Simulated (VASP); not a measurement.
# Pd (Fm-3m) in VASP: settings compared, part 2 of 2

VASP 6.6.1.

## Step 3: Single point, PBE

The input, INCAR:

```
  ALGO = Normal
  EDIFF = 1E-7
  ENCUT = 520
  GGA = PE
  ISIF = 2
  ISMEAR = 0
  LASPH = True
  LCHARG = False
  LREAL = False
  LWAVE = False
  NBANDS = 11
  NELM = 60
  PREC = Accurate
  SIGMA = 0.1
```

The input, KPOINTS:

```
k-points
0
Gamma
  12 12 12
```

The input, POSCAR:

```
Pd
1.0
    0.0000000000      1.9465000000      1.9465000000
    1.9465000000      0.0000000000      1.9465000000
    1.9465000000      1.9465000000      0.0000000000
Pd
1
Direct
    0.0000000000      0.0000000000      0.0000000000
```

Potentials or basis: VASP PAW PBE potentials, release 64 (Pd).

On the command line:

```bash
$ cat potpaw_PBE.64/Pd/POTCAR > POTCAR
$ mpirun -np 1 vasp_std > vasp.out
```

OUTCAR:

```text
EDIFF = 1E-7
   ENCUT = 520
   GGA = PE
   ISIF = 2
   ISMEAR = 0
   LASPH = True
   LREAL = False
   NELM = 60
   PREC = Accurate

 ion  position               nearest neighbor table
   1  0.000  0.000  0.000-

  LATTYP: Found a face centered cubic cell.
 ALAT       =     3.8930000000

  Lattice vectors:

 A1 = (   0.0000000000,   1.9465000000,   1.9465000000)
 A2 = (   1.9465000000,   0.0000000000,   1.9465000000)
 A3 = (   1.9465000000,   1.9465000000,   0.0000000000)

Analysis of symmetry for initial positions (statically):
=====================================================================
 Subroutine PRICEL returns:
 Original cell was already a primitive cell.

 Routine SETGRP: Setting up the symmetry group for a
 face centered cubic supercell.

 Subroutine GETGRP returns: Found 48 space group operations
 (whereof 48 operations were pure point group operations)
 out of a pool of 48 trial point group operations.

The static configuration has the point symmetry O_h .

Analysis of symmetry for dynamics (positions and initial velocities):
=====================================================================
 Subroutine PRICEL returns:
 Original cell was already a primitive cell.

 Routine SETGRP: Setting up the symmetry group for a
 face centered cubic supercell.

 Subroutine GETGRP returns: Found 48 space group operations
 (whereof 48 operations were pure point group operations)
 out of a pool of 48 trial point group operations.

The dynamic configuration has the point symmetry O_h .

 Subroutine INISYM returns: Found 48 space group operations
 (whereof 48 operations are pure point group operations),
 and found     1 'primitive' translations

----------------------------------------------------------------------------------------

                                     Primitive cell

  volume of cell :      14.7500

  direct lattice vectors                    reciprocal lattice vectors
     0.000000000  1.946500000  1.946500000    -0.256871307  0.256871307  0.256871307
     1.946500000  0.000000000  1.946500000     0.256871307 -0.256871307  0.256871307
     1.946500000  1.946500000  0.000000000     0.256871307  0.256871307 -0.256871307

  length of vectors
     2.752766699  2.752766699  2.752766699     0.444914156  0.444914156  0.444914156

  position of ions in fractional coordinates (direct lattice)
     0.000000000  0.000000000  0.000000000

  ion indices of the primitive-cell ions
   primitive index   ion index
                 1           1

----------------------------------------------------------------------------------------

 KPOINTS: k-points

Automatic generation of k-mesh.
 Grid dimensions read from file:
 generate k-points for:   12   12   12

 Generating k-lattice:

  Cartesian coordinates                     Fractional coordinates (reciprocal lattice)
    -0.021405942  0.021405942  0.021405942     0.083333333  0.000000000  0.000000000
     0.021405942 -0.021405942  0.021405942     0.000000000  0.083333333  0.000000000
     0.021405942  0.021405942 -0.021405942     0.000000000  0.000000000  0.083333333

  Length of vectors
     0.037076180  0.037076180  0.037076180

  Shift w.r.t. Gamma in fractional coordinates (k-lattice)
     0.000000000  0.000000000  0.000000000

 Subroutine IBZKPT returns following result:
 ===========================================

 Found     72 irreducible k-points:

 Following reciprocal coordinates:
            Coordinates               Weight
  0.000000  0.000000  0.000000      1.000000
  0.083333  0.000000  0.000000      8.000000
  0.166667  0.000000  0.000000      8.000000
  0.250000  0.000000  0.000000      8.000000
  0.333333  0.000000  0.000000      8.000000
  0.416667  0.000000  0.000000      8.000000
[... 16 lines left out ...]
  0.500000  0.166667  0.000000     24.000000
 -0.416667  0.166667  0.000000     24.000000
 [... further k-points ...]
   k-points           NKPTS =     72   k-points in BZ     NKDIM =     72   number of bands    NBANDS=     11
   number of dos      NEDOS =    301   number of ions     NIONS =      1
   total plane-waves  NPLWV =   8000
   dimension x,y,z NGX =    20 NGY =   20 NGZ =   20
   dimension x,y,z NGXF=    40 NGYF=   40 NGZF=   40
   ions per type =               1
   NGX,Y,Z   is equivalent  to a cutoff of  12.08, 12.08, 12.08 a.u.
   NGXF,Y,Z  is equivalent  to a cutoff of  24.16, 24.16, 24.16 a.u.
 SYSTEM =  unknown system
   PREC   = accura    normal or accurate (medium, high low for compatibility)
   ISTART =      0    job   : 0-new  1-cont  2-samecut
   ICHARG =      2    charge: 1-file 2-atom 10-const
   ISPIN  =      1    spin polarized calculation?
   LNONCOLLINEAR =      F non collinear calculations
   LSORBIT =      F    spin-orbit coupling
   LASPH  =      T    aspherical Exc in radial PAW
   ENCUT  =  520.0 eV  38.22 Ry    6.18 a.u.   5.12  5.12  5.12*2*pi/ulx,y,z
   NELM   =     60;   NELMIN=  2; NELMDL= -5     # of ELM steps
   EDIFF  = 0.1E-06   stopping-criterion for ELM
   LREAL  =      F    real-space projection
   EDIFFG = 0.1E-05   stopping-criterion for IOM
   NSW    =      0    number of steps for IOM
   IBRION =     -1    ionic relax: 0-MD 1-quasi-New 2-CG
   NFREE  =      0    steps in history (QN), initial steepest desc. (CG)
   ISIF   =      2    stress and relaxation
   ISYM   =      2    0-nonsym 1-usesym 2-fastsym
   POTIM  = 0.5000    time-step for ionic-motion
   TEBEG  =    0.0;   TEEND  =   0.0 temperature during run
   PSTRESS=    0.0 pullay stress
   NELECT =      10.0000    total number of electrons
   NUPDOWN=      -1.0000    fix difference up-down
   EMIN   =  10.00;   EMAX   =-10.00  energy-range for DOS
   EFERMI =   0.00;   METHOD = LEGACY
   ISMEAR =     0;   SIGMA  =   0.10  broadening in eV -4-tet -1-fermi 0-gaus
   EFERMI_NEDOS =   21; number of points for ismear=-14 and -15
   IALGO  =     38    algorithm
   IMIX   =      4    mixing-type and parameters
     AMIX     =   0.40;   BMIX     =  1.00
     AMIX_MAG =   1.60;   BMIX_MAG =  1.00
  volume/ion in A,a.u.               =      14.75        99.54
  Fermi-wavevector in a.u.,A,eV,Ry     =   1.438171  2.717748 28.141404  2.068335
  Thomas-Fermi vector in A             =   2.557167
   LORBIT       =      0    0 simple, 1 ext, 2 COOP (PROOUT), +10 PAW based schemes
   GGA     = PE    functional components
   LHFCALC =     F    Hartree Fock is set to
   AEXX    =    0.0000 exact exchange contribution
   IVDW    =     0    specifies the selected vdW correction
   LEPSILON=     F    determine dielectric tensor
   LRPA    =     F    only Hartree local field effects (RPA)
 non-spin polarized calculation
 Gauss-broadening in eV      SIGMA  =   0.10
  energy-cutoff  :      520.00
  volume of cell :       14.75
 maximum number of plane-waves:       415
   NGX = 11   NGY = 11   NGZ = 11

 number of electron      10.0000000 magnetization

 number of electron       9.9999999 magnetization

 Free energy of the ion-electron system (eV)
  ---------------------------------------------------
  ext. energy  EPLUGINS =         0.00000000
  ---------------------------------------------------
  free energy    TOTEN  =        -5.21572867 eV

  energy without entropy =       -5.20278324  energy(sigma->0) =       -5.20925595

 E-fermi :   9.7466     XC(G=0): -13.1872

 val. band max:        9.7459061381   @ k =  -0.4167   0.4167   0.1667
 cond. band min:       9.7520336242   @ k =  -0.3333   0.4167   0.0833
 fundamental gap:      0.0061274861
 Fermi energy:         9.7465553358

 k-point     1 :       0.0000    0.0000    0.0000
  band No.  band energies     occupation
      1       2.6433      2.00000
      2       6.9326      2.00000
      3       6.9326      2.00000
      4       6.9326      2.00000
      5       8.5435      2.00000
      6       8.5435      2.00000
      7      26.9756      0.00000
      8      31.7549      0.00000
      9      31.7549      0.00000
     10      31.7549      0.00000
     11      35.9731      0.00000
[... 309 lines left out ...]
 k-point    24 :      -0.4167    0.1667    0.0000
  band No.  band energies     occupation
      1       5.0901      2.00000
      2       6.4590      2.00000
      3       7.4229      2.00000
      4       7.8456      2.00000
      5       9.5184      1.99875
      6      13.3983      0.00000
      7      17.3706      0.00000
      8      25.6193      0.00000
      9      28.6577      0.00000
     10      29.6800      0.00000
     11      36.0525      0.00000

 [... further k-points ...]

------------------------ aborting loop because EDIFF is reached ----------------------------------------

  FORCE on cell =-STRESS in cart. coord.  units (eV):
  Direction    XX          YY          ZZ          XY          YZ          ZX
  --------------------------------------------------------------------------------------
  -------------------------------------------------------------------------------------
  Total        0.6033438      0.6033438      0.6033438     -0.0000000      0.0000000     -0.0000000
  in kB       65.5363482     65.5363482     65.5363482     -0.0000000      0.0000000     -0.0000000
  external PRESSURE =      65.5363482 kB  Pullay stress =       0.0000000 kB

 VOLUME and BASIS-vectors are now :
 -----------------------------------------------------------------------------
  energy-cutoff  :      520.00
  volume of cell :       14.75
      direct lattice vectors                 reciprocal lattice vectors
     0.000000000  1.946500000  1.946500000    -0.256871307  0.256871307  0.256871307
     1.946500000  0.000000000  1.946500000     0.256871307 -0.256871307  0.256871307
     1.946500000  1.946500000  0.000000000     0.256871307  0.256871307 -0.256871307

 POSITION                                       TOTAL-FORCE (eV/Angst)
 -----------------------------------------------------------------------------------
      0.00000      0.00000      0.00000         0.000000      0.000000      0.000000
 -----------------------------------------------------------------------------------
    total drift:                                0.000000     -0.000000      0.000000

  FREE ENERGIE OF THE ION-ELECTRON SYSTEM (eV)
  ---------------------------------------------------
  free  energy   TOTEN  =        -5.2157286660 eV

  energy  without entropy=       -5.2027832356  energy(sigma->0) =       -5.20925595
```

stdout:

```text
POSCAR found type information on POSCAR Pd
 POSCAR found :  1 types and       1 ions
 scaLAPACK will be used
 LDA part: xc-table for (Slater+PW92), standard interpolation
 POSCAR, INCAR and KPOINTS ok, starting setup
 FFT: planning ... GRIDC
 FFT: planning ... GRID_SOFT
 FFT: planning ... GRID
 WAVECAR not read
 entering main loop
```

Run time: 4.5 s. Hardware: 1 thread of Intel Xeon 6975P-C (Granite Rapids), shared host; peak memory 0.13 GiB.

What came out:

| Quantity | Value |
| --- | --- |
| Free energy | -5.2157 eV |
| Pressure | 6.6 GPa |
| Band gap on the k mesh | zero (band 5 reaches 10.06 eV, above the bottom of band 6 at 8.48 eV) |

Levels at points of the mesh, in eV from the Fermi level:
| k point | band 2 | band 3 | band 4 | band 5 | band 6 | band 7 | band 8 | band 9 |
| --- | --- | --- | --- | --- | --- | --- | --- | --- |
| (0.00, 0.00, 0.00) | -2.81 | -2.81 | -2.81 | -1.20 | -1.20 | 17.23 | 22.01 | 22.01 |
| (0.50, 0.00, 0.00) | -2.86 | -2.86 | 0.00 | 0.00 | 1.05 | 7.35 | 16.59 | 21.14 |
| (0.50, 0.50, 0.00) | -5.08 | -0.03 | 0.31 | 0.31 | 3.38 | 10.80 | 13.25 | 13.25 |

## Step 4: Single point, LDA

The input, INCAR:

```
ALGO     = Normal         # electronic algorithm
EDIFF    = 1E-6           # SCF threshold, eV
ENCUT    = 520            # plane-wave cutoff, eV
ISIF     = 2              # what is computed and relaxed
ISMEAR   = 0              # smearing method
LASPH    = True           # aspherical terms in the spheres
LCHARG   = False          # write CHGCAR
LREAL    = False          # projectors in reciprocal space
LWAVE    = False          # write WAVECAR
NBANDS   = 11             # bands
NELM     = 100            # most SCF steps
PREC     = Accurate       # precision mode
SIGMA    = 0.1            # smearing width, eV
```

KPOINTS is that of step 3.

POSCAR is that of step 3.

Potentials or basis: VASP PAW LDA potentials, release 64 (Pd).

On the command line:

```bash
$ cat potpaw_LDA.64/Pd/POTCAR > POTCAR
$ mpirun -np 1 vasp_std > vasp.out
```

Wall time 4.1 s (1 thread of Intel Xeon 6975P-C (Granite Rapids), shared host); peak memory 0.12 GiB.

It converged, with:

- Free energy: -6.4898 eV
- Pressure: -8.5 GPa
- Band gap on the k mesh: zero (band 5 reaches 9.87 eV, above the bottom of band 6 at 8.29 eV)

Levels at points of the mesh, in eV from the Fermi level:
| k point | band 3 | band 4 | band 5 | band 6 | band 7 | band 8 |
| --- | --- | --- | --- | --- | --- | --- |
| (0.00, 0.00, 0.00) | -2.85 | -2.85 | -1.20 | -1.20 | 17.17 | 21.89 |
| (0.50, 0.00, 0.00) | -2.88 | 0.00 | 0.00 | 0.98 | 7.28 | 16.54 |
| (0.50, 0.50, 0.00) | -0.01 | 0.31 | 0.31 | 3.29 | 10.74 | 13.10 |

## Step 5: The runs side by side

| level | potentials or basis | smearing | gap on the mesh (eV) | pressure (GPa) |
| --- | --- | --- | --- | --- |
| PBE | VASP PAW PBE potentials, release 64 (Pd) | gaussian 0.011 eV | none | 6.6 |
| PBE | VASP PAW PBE potentials, release 64 (Pd) | gaussian 0.1 eV | none | 6.6 |
| LDA | VASP PAW LDA potentials, release 64 (Pd) | gaussian 0.1 eV | none | -8.5 |

Alike in all rows: task single point; no spin polarisation; cell as given; k mesh 12 × 12 × 12; cutoff (eV) 520.

Total energies depend on the potentials used, so only differences within one code and one set of settings carry meaning.
